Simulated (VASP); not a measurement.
# Si4BW (P4/mmm) in VASP: notebook, part 3 of 4

VASP 6.6.1.

**4. Relaxation of cell and atoms, PBE**

This run uses another cell than the first one, of 17.89 Å³/atom.

INCAR

```
SYSTEM = Si4BW
ALGO = Normal
EDIFF = 1E-7
EDIFFG = -0.04
ENCUT = 600
GGA = PE
IBRION = 2
ISIF = 3
ISMEAR = 0
LASPH = .TRUE.
LCHARG = .FALSE.
LREAL = .FALSE.
LWAVE = .FALSE.
NELM = 100
NSW = 90
PREC = Accurate
SIGMA = 0.1
```

KPOINTS

```
k-points
0
G
  4 4 4
  0 0 0
```

POSCAR

```
Si4BW
1.0
    4.2380853600      0.0000000000      0.0000000000
    0.0000000000      4.2380853600      0.0000000000
    0.0000000000      0.0000000000      5.9762652200
Si B W
4 1 1
Direct
    0.5000000000      0.0000000000      0.7490356600
    0.0000000000      0.5000000000      0.2509643400
    0.5000000000      0.0000000000      0.2509643400
    0.0000000000      0.5000000000      0.7490356600
    0.5000000000      0.5000000000      0.5000000000
    0.0000000000      0.0000000000      0.0000000000
```

Potentials or basis: VASP PAW PBE potentials, release 64 (Si, B, W_sv).

The run is started by

```console
cat potpaw_PBE.64/Si/POTCAR potpaw_PBE.64/B/POTCAR potpaw_PBE.64/W_sv/POTCAR > POTCAR
mpirun -np 1 vasp_std > vasp.out
```

OUTCAR:

```text
SYSTEM = Si4BW
   EDIFF = 1E-7
   EDIFFG = -0.04
   ENCUT = 600
   GGA = PE
   IBRION = 2
   ISIF = 3
   ISMEAR = 0
   LASPH = .TRUE.
   LREAL = .FALSE.
   NELM = 100
   NSW = 90
   PREC = Accurate

 ion  position               nearest neighbor table
   1  0.500  0.000  0.749-   5 2.59   5 2.59   6 2.60   6 2.60   3 2.98   4 3.00   4 3.00   4 3.00
                             4 3.00   3 3.00
   2  0.000  0.500  0.251-   5 2.59   5 2.59   6 2.60   6 2.60   4 2.98   3 3.00   3 3.00   3 3.00
                             3 3.00   4 3.00
   3  0.500  0.000  0.251-   5 2.59   5 2.59   6 2.60   6 2.60   1 2.98   2 3.00   2 3.00   2 3.00
                             2 3.00   1 3.00
   4  0.000  0.500  0.749-   5 2.59   5 2.59   6 2.60   6 2.60   2 2.98   1 3.00   1 3.00   1 3.00
                             1 3.00   2 3.00
   5  0.500  0.500  0.500-   1 2.59   2 2.59   3 2.59   4 2.59   1 2.59   3 2.59   2 2.59   4 2.59

   6  0.000  0.000  0.000-   1 2.60   2 2.60   3 2.60   4 2.60   2 2.60   4 2.60   1 2.60   3 2.60

  LATTYP: Found a simple tetragonal cell.
 ALAT       =     4.2380853600
 C/A-ratio  =     1.4101332824

  Lattice vectors:

 A1 = (   4.2380853600,   0.0000000000,   0.0000000000)
 A2 = (   0.0000000000,   4.2380853600,   0.0000000000)
 A3 = (   0.0000000000,   0.0000000000,   5.9762652200)

Analysis of symmetry for initial positions (statically):
=====================================================================
 Subroutine PRICEL returns:
 Original cell was already a primitive cell.

 Routine SETGRP: Setting up the symmetry group for a
 simple tetragonal supercell.

 Subroutine GETGRP returns: Found 16 space group operations
 (whereof 16 operations were pure point group operations)
 out of a pool of 16 trial point group operations.

The static configuration has the point symmetry D_4h.

Analysis of symmetry for dynamics (positions and initial velocities):
=====================================================================
 Subroutine PRICEL returns:
 Original cell was already a primitive cell.

 Routine SETGRP: Setting up the symmetry group for a
 simple tetragonal supercell.

 Subroutine GETGRP returns: Found 16 space group operations
 (whereof 16 operations were pure point group operations)
 out of a pool of 16 trial point group operations.

The dynamic configuration has the point symmetry D_4h.

 Subroutine INISYM returns: Found 16 space group operations
 (whereof 16 operations are pure point group operations),
 and found     1 'primitive' translations

----------------------------------------------------------------------------------------

                                     Primitive cell

  volume of cell :     107.3419

  direct lattice vectors                    reciprocal lattice vectors
     4.238085360  0.000000000  0.000000000     0.235955606  0.000000000  0.000000000
     0.000000000  4.238085360  0.000000000     0.000000000  0.235955606  0.000000000
     0.000000000  0.000000000  5.976265220     0.000000000  0.000000000  0.167328585

  length of vectors
     4.238085360  4.238085360  5.976265220     0.235955606  0.235955606  0.167328585

  position of ions in fractional coordinates (direct lattice)
     0.500000000  0.000000000  0.749035660
     0.000000000  0.500000000  0.250964340
     0.500000000  0.000000000  0.250964340
     0.000000000  0.500000000  0.749035660
     0.500000000  0.500000000  0.500000000
     0.000000000  0.000000000  0.000000000

  ion indices of the primitive-cell ions
   primitive index   ion index
                 1           1
                 2           2
                 3           3
[... 61 lines left out ...]
   ICHARG =      2    charge: 1-file 2-atom 10-const
   ISPIN  =      1    spin polarized calculation?
   LNONCOLLINEAR =      F non collinear calculations
   LSORBIT =      F    spin-orbit coupling
   LASPH  =      T    aspherical Exc in radial PAW
   ENCUT  =  600.0 eV  44.10 Ry    6.64 a.u.   8.46  8.46 11.94*2*pi/ulx,y,z
   NELM   =    100;   NELMIN=  2; NELMDL= -5     # of ELM steps
   EDIFF  = 0.1E-06   stopping-criterion for ELM
   LREAL  =      F    real-space projection
   EDIFFG = -.4E-01   stopping-criterion for IOM
   NSW    =     90    number of steps for IOM
   IBRION =      2    ionic relax: 0-MD 1-quasi-New 2-CG
   NFREE  =      1    steps in history (QN), initial steepest desc. (CG)
   ISIF   =      3    stress and relaxation
   ISYM   =      2    0-nonsym 1-usesym 2-fastsym
   POTIM  = 0.5000    time-step for ionic-motion
   TEBEG  =    0.0;   TEEND  =   0.0 temperature during run
   PSTRESS=    0.0 pullay stress
   NELECT =      33.0000    total number of electrons
   NUPDOWN=      -1.0000    fix difference up-down
   EMIN   =  10.00;   EMAX   =-10.00  energy-range for DOS
   EFERMI =   0.00;   METHOD = LEGACY
   ISMEAR =     0;   SIGMA  =   0.10  broadening in eV -4-tet -1-fermi 0-gaus
   EFERMI_NEDOS =   21; number of points for ismear=-14 and -15
   IALGO  =     38    algorithm
   IMIX   =      4    mixing-type and parameters
     AMIX     =   0.40;   BMIX     =  1.00
     AMIX_MAG =   1.60;   BMIX_MAG =  1.00
  volume/ion in A,a.u.               =      17.89       120.73
  Fermi-wavevector in a.u.,A,eV,Ry     =   1.104900  2.087959 16.610053  1.220804
  Thomas-Fermi vector in A             =   2.241380
   LORBIT       =      0    0 simple, 1 ext, 2 COOP (PROOUT), +10 PAW based schemes
   GGA     = PE    functional components
   LHFCALC =     F    Hartree Fock is set to
   AEXX    =    0.0000 exact exchange contribution
   IVDW    =     0    specifies the selected vdW correction
   LEPSILON=     F    determine dielectric tensor
   LRPA    =     F    only Hartree local field effects (RPA)
 conjugate gradient relaxation of ions
 non-spin polarized calculation
 Gauss-broadening in eV      SIGMA  =   0.10
  energy-cutoff  :      600.00
  volume of cell :      107.34
 maximum number of plane-waves:      3624
 NGX is ok and might be reduce to    36
   NGX = 17   NGY = 17   NGZ = 23

--------------------------------------- Ionic step        1  -------------------------------------------

 number of electron      33.0000002 magnetization

 Free energy of the ion-electron system (eV)
  ---------------------------------------------------
  ext. energy  EPLUGINS =         0.00000000
  ---------------------------------------------------
  free energy    TOTEN  =       -37.33092489 eV

  energy without entropy =      -37.29805678  energy(sigma->0) =      -37.31449084

------------------------ aborting loop because EDIFF is reached ----------------------------------------

  FORCE on cell =-STRESS in cart. coord.  units (eV):
  Direction    XX          YY          ZZ          XY          YZ          ZX
  --------------------------------------------------------------------------------------
  -------------------------------------------------------------------------------------
  Total      -10.1784064    -10.1784064    -12.9465620      0.0000000      0.0000000     -0.0000000
  in kB     -151.9221537   -151.9221537   -193.2394431      0.0000000      0.0000000     -0.0000000
  external PRESSURE =    -165.6945835 kB  Pullay stress =       0.0000000 kB
[... 101 lines left out ...]
  FREE ENERGIE OF THE ION-ELECTRON SYSTEM (eV)
  ---------------------------------------------------
  free  energy   TOTEN  =       -38.6416590924 eV

  energy  without entropy=      -38.6304101381  energy(sigma->0) =      -38.63603462

 E-fermi :  10.0444     XC(G=0): -11.4680

 val. band max:       10.0238581495   @ k =   0.2500   0.2500   0.0000
 cond. band min:      10.0712628331   @ k =   0.5000   0.5000   0.0000
 fundamental gap:      0.0474046836
 Fermi energy:        10.0444137663

 k-point     1 :       0.0000    0.0000    0.0000
  band No.  band energies     occupation
      1     -64.0192      2.00000
      2     -28.5315      2.00000
      3     -28.2250      2.00000
      4     -28.2250      2.00000
      5      -4.7501      2.00000
      6      -1.0143      2.00000
[... 403 lines left out ...]
     19      11.0780      0.00000
     20      11.0780      0.00000

[... ionic steps 4 to 15 ...]

--------------------------------------- Ionic step       16  -------------------------------------------

 number of electron      32.9999998 magnetization

------------------------ aborting loop because EDIFF is reached ----------------------------------------
[... 75 lines left out ...]
--------------------------------------- Ionic step       18  -------------------------------------------

 number of electron      32.9999998 magnetization

 Free energy of the ion-electron system (eV)
  ---------------------------------------------------
  ext. energy  EPLUGINS =         0.00000000
  ---------------------------------------------------
  free energy    TOTEN  =       -39.21118624 eV

  energy without entropy =      -39.19557587  energy(sigma->0) =      -39.20338106

 E-fermi :   9.9244     XC(G=0): -11.4339

 val. band max:        9.9217204899   @ k =   0.2500   0.0000   0.5000
 cond. band min:       9.9280379907   @ k =   0.0000   0.0000   0.0000
 fundamental gap:      0.0063175007
 Fermi energy:         9.9244178232

 k-point     1 :       0.0000    0.0000    0.0000
  band No.  band energies     occupation
      1     -64.1008      2.00000
      2     -28.6233      2.00000
      3     -28.3014      2.00000
      4     -28.3014      2.00000
      5      -4.7835      2.00000
      6      -0.9012      2.00000
[... 436 lines left out ...]
  FREE ENERGIE OF THE ION-ELECTRON SYSTEM (eV)
  ---------------------------------------------------
  free  energy   TOTEN  =       -39.2111862395 eV

  energy  without entropy=      -39.1955758728  energy(sigma->0) =      -39.20338106

 reached required accuracy - stopping structural energy minimisation
```

It took 8.6 min on 1 thread of Intel Xeon 6975P-C (Granite Rapids), shared host; peak memory 0.27 GiB.

What came out:

- Free energy: -39.2112 eV
- Relaxed volume: 13.88 Å³/atom
- Relaxed cell: a = 3.735 Å, b = 3.735 Å, c = 5.970 Å, α = 90.00°, β = 90.00°, γ = 90.00°
- Space group after relaxing (to 0.1 Å): P4/mmm (No. 123)
- Energy gained by relaxing: 313.4 meV/atom
- Ionic steps: 18
- Pressure after relaxing: 0.1 GPa
- Largest force after relaxing: 0.008 eV/Å
- Band gap on the k mesh: zero (an odd number of electrons rules out a gap without spin polarisation)

Forces on the atoms (eV/Å):
```
Si   0.000  0.000 -0.008
Si   0.000  0.000  0.008
Si   0.000  0.000  0.008
Si   0.000  0.000 -0.008
B    0.000  0.000  0.000
W    0.000  0.000  0.000
```

Stress tensor (GPa, compression positive):
```
0.06 0.00 0.00
0.00 0.06 0.00
0.00 0.00 0.18
```

The path:
| step | energy change (eV) | largest force (eV/Å) | pressure (GPa) | volume (Å³) |
| --- | --- | --- | --- | --- |
| 1 | 0.0000 | 0.5891 | -16.57 | 107.34 |
| 2 | -1.0654 | 2.1422 | 14.61 | 81.07 |
| 3 | -1.3107 | 1.6649 | 1.48 | 87.56 |
| 4 | -1.6240 | 0.3947 | 2.90 | 85.10 |
| 5 | -1.6263 | 0.2544 | 3.17 | 84.88 |
| 6 | -1.6799 | 0.0139 | -3.03 | 87.99 |
| 7 | -1.6821 | 0.0465 | -2.08 | 87.47 |
| 8 | -1.7298 | 0.1382 | -1.45 | 86.58 |
| 9 | -1.8407 | 0.4724 | 0.84 | 83.71 |
| 10 | -1.3590 | 0.0696 | 10.96 | 77.06 |
| 11 | -1.8594 | 0.3949 | 1.33 | 83.10 |
| 12 | -1.8615 | 0.3629 | 2.11 | 82.39 |
| 13 | -1.8642 | 0.0070 | -0.27 | 82.98 |
| 14 | -1.8706 | 0.1609 | 0.80 | 82.71 |
| 15 | -1.8775 | 0.0970 | 0.22 | 83.12 |
| 16 | -1.8799 | 0.0188 | -0.41 | 83.57 |
| 17 | -1.8800 | 0.0290 | -0.34 | 83.52 |
| 18 | -1.8803 | 0.0076 | 0.10 | 83.30 |

Final structure:
```cif
data_structure
_symmetry_space_group_name_H-M 'P 1'
_symmetry_Int_Tables_number 1
_cell_length_a 3.7354
_cell_length_b 3.7354
_cell_length_c 5.9696
_cell_angle_alpha 90.000
_cell_angle_beta 90.000
_cell_angle_gamma 90.000
_cell_volume 83.30
loop_
_atom_site_label
_atom_site_type_symbol
_atom_site_fract_x
_atom_site_fract_y
_atom_site_fract_z
_atom_site_occupancy
Si1 Si 0.50000 0.00000 0.71334 1
Si2 Si 0.00000 0.50000 0.28666 1
Si3 Si 0.50000 0.00000 0.28666 1
Si4 Si 0.00000 0.50000 0.71334 1
B1 B 0.50000 0.50000 0.50000 1
W1 W 0.00000 0.00000 0.00000 1
```

Levels at points of the mesh, in eV from the Fermi level:
```
           k point  band 12  band 13  band 14  band 15  band 16  band 17  band 18  band 19  band 20
(0.00, 0.00, 0.00)    -4.23    -3.52    -3.26    -0.94    -0.80     0.00     0.32     1.30     1.30
(0.50, 0.00, 0.00)    -3.39    -3.36    -2.57    -1.89    -1.49    -0.89     0.36     0.39     2.65
(0.50, 0.50, 0.00)    -4.52    -3.94    -3.94    -3.62     0.10     0.19     0.89     0.89     0.97
(0.00, 0.00, 0.50)    -4.79    -2.35    -2.35    -2.32    -1.95    -1.95    -1.37     0.04     2.07
(0.50, 0.00, 0.50)    -3.78    -3.04    -2.23    -2.21    -1.71     0.08     0.35     0.60     1.39
(0.50, 0.50, 0.50)    -6.56    -4.43    -4.43    -1.64     0.20     0.69     0.86     1.17     1.17
```

Caveat: the k points lie up to 0.42 Å⁻¹ apart in the final cell, too coarse for converged energies and pressures of a metal; the volume moved by over 15 % at a fixed basis, so the end points are rough; spin-orbit coupling is left out, which moves the levels of the heavy elements.

**5. Relaxation of cell and atoms, PBE**

This run uses another cell than the first one, of 13.89 Å³/atom.

INCAR

```
PREC = Accurate ; ENCUT = 600
EDIFF = 1E-7 ; ISMEAR = 0
SIGMA = 0.1 ; LREAL = F
LASPH = T ; NELM = 80
ALGO = Normal ; ISIF = 3
LWAVE = F ; LCHARG = F
GGA = PE ; IBRION = 2
NSW = 90 ; EDIFFG = -0.04
```

KPOINTS

```
regular mesh
0
Gamma
  6 6 4
```

POSCAR

```
Si4BW
1.0
    3.7329167521      0.0000000000      0.0000000000
    0.0000000000      3.7329167521      0.0000000000
    0.0000000000      0.0000000000      5.9815367315
Si B W
4 1 1
Direct
    0.5000000000      0.0000000000      0.7132024769
    0.0000000000      0.5000000000      0.2867975231
    0.5000000000      0.0000000000      0.2867975231
    0.0000000000      0.5000000000      0.7132024769
    0.5000000000      0.5000000000      0.5000000000
    0.0000000000      0.0000000000      0.0000000000
```

The run is started by

```console
cat potpaw_PBE.64/Si/POTCAR potpaw_PBE.64/B/POTCAR potpaw_PBE.64/W_sv/POTCAR > POTCAR
mpirun -np 1 vasp_std > vasp.out
```

It took 3.2 min on 1 thread of Intel Xeon 6975P-C (Granite Rapids), shared host; peak memory 0.24 GiB.

It converged, with:

```yaml
Free_energy: -39.0930 eV
Relaxed_volume: 13.92 Å³/atom
Relaxed_cell: a = 3.750 Å, b = 3.750 Å, c = 5.939 Å, α = 90.00°, β = 90.00°, γ = 90.00°
Space_group_after_relaxing_to_0.1_Å: P4/mmm (No. 123)
Energy_gained_by_relaxing: 0.7 meV/atom
Ionic_steps: 5
Pressure_after_relaxing: 0.0 GPa
Largest_force_after_relaxing: 0.013 eV/Å
Band_gap_on_the_k_mesh: zero (an odd number of electrons rules out a gap without spin polarisation)
```

Forces on the atoms (eV/Å):
```
Si   0.000  0.000  0.013
Si   0.000  0.000 -0.013
Si   0.000  0.000 -0.013
Si   0.000  0.000  0.013
B    0.000  0.000  0.000
W    0.000  0.000  0.000
```

Stress tensor (GPa, compression positive):
```
 0.08  0.00  0.00
 0.00  0.08  0.00
 0.00  0.00 -0.02
```

The path:
```tsv
step	energy change (eV)	largest force (eV/Å)	pressure (GPa)	volume (Å³)
1	0.0000	0.0875	0.24	83.35
2	-0.0033	0.0258	-0.20	83.60
3	-0.0038	0.0129	-0.44	83.74
4	-0.0040	0.0139	0.42	83.32
5	-0.0043	0.0134	0.05	83.50
```

Final structure:
```xyz
6
Lattice="3.7496 0.0000 0.0000 0.0000 3.7496 0.0000 0.0000 0.0000 5.9391" Properties=species:S:1:pos:R:3 pbc="T T T"
Si    1.8748    0.0000    4.2287
Si    0.0000    1.8748    1.7103
Si    1.8748    0.0000    1.7103
Si    0.0000    1.8748    4.2287
B     1.8748    1.8748    2.9695
W     0.0000    0.0000    0.0000
```

Levels at points of the mesh, in eV from the Fermi level:
| k point | band 14 | band 15 | band 16 | band 17 | band 18 | band 19 |
| --- | --- | --- | --- | --- | --- | --- |
| (0.00, 0.00, 0.00) | -3.22 | -0.87 | -0.61 | 0.04 | 0.39 | 1.40 |
| (0.50, 0.00, 0.00) | -2.42 | -1.89 | -1.44 | -0.82 | 0.39 | 0.50 |
| (0.50, 0.50, 0.00) | -3.84 | -3.48 | 0.19 | 0.21 | 0.98 | 1.06 |
| (0.00, 0.00, 0.50) | -2.22 | -2.21 | -1.88 | -1.88 | -1.31 | 0.08 |
| (0.50, 0.00, 0.50) | -2.12 | -2.07 | -1.70 | 0.18 | 0.37 | 0.64 |
| (0.50, 0.50, 0.50) | -4.31 | -1.49 | 0.21 | 0.85 | 0.92 | 1.36 |

Caveat: spin-orbit coupling is left out, which moves the levels of the heavy elements.

(Continued in part 4 of 4.)

The gap in the log of VASP goes by the Fermi energy; the results here count the filled bands.